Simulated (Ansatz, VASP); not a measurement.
## TiH in VASP and in Ansatz

INCAR

```
ALGO = Normal ; EDIFF = 1E-7
ENCUT = 520 ; GGA = CA
ISIF = 2 ; ISMEAR = 0
LASPH = T ; LCHARG = T
LELF = T ; LREAL = F
LVHAR = T ; LWAVE = F
NBANDS = 14 ; NELM = 80
PREC = Accurate ; SIGMA = 0.15
```

File KPOINTS:

```
k-points
0
Gamma
  20 20 20
```

The input POSCAR:

```
TiH
1.0
    0.0000000000      2.0896972200      2.0896972200
    2.0896972200      0.0000000000      2.0896972200
    2.0896972200      2.0896972200      0.0000000000
Ti H
1 1
Direct
   -0.0358903669     -0.0358903669      0.0358903669
    0.5000000000      0.5000000000      0.5000000000
```

Input for Ansatz:

```yaml
crystal:
  lattice:
    - [0.0, 2.08969722, 2.08969722]
    - [2.08969722, 0.0, 2.08969722]
    - [2.08969722, 2.08969722, 0.0]
  atoms:
    - { symbol: Ti, position: [-0.0358903669, -0.0358903669, 0.0358903669] }
    - { symbol: H, position: [0.5, 0.5, 0.5] }
basis:
  ecutwfc: 420
kpoints:
  mp_grid: { grid: [20, 20, 20] }
hamiltonian:
  xc: lda
scf:
  occupations: { method: gaussian, width: 0.15 }
output:
  forces: true
  stress: true
  eigenvalues: true
```

Change from the starting cell: all Ti atoms moved +0.150 Å, as atom 1 towards its neighbour atom 2 (H) at 2.090 Å.

Alike in both runs: task single point; functional LDA; k mesh 20 × 20 × 20; occupations gaussian, width 0.15 eV; no spin polarisation.

```csv
,VASP,Ansatz
version,VASP 6.6.1,Ansatz 0.2.0
potentials or method,"VASP PAW LDA potentials, release 64 (Ti_sv, H), cutoff 520 eV","scalar-relativistic, plane waves, PAW"
valence electrons in the cell,13,13
```

|  | VASP | Ansatz | Ansatz less VASP |
| --- | --- | --- | --- |
| gap on the k mesh at the Fermi level (eV) | none | none | - |
| pressure (GPa) | -7.0 | -7.1 | -0.13 |
| traceless stress, the component that is largest in VASP (GPa) | 3.32 | 3.31 | -0.011 |
| rms of the force components (eV/Å) | 0.270 | 0.267 | -0.0027 |

LDA's correlation is that of Perdew and Zunger in VASP and of Perdew and Wang (1992) in Ansatz. Atom by atom the forces differ by 0.003 eV/Å (rms over components). A gap of «none» marks a metal or a gap that the smearing closes.
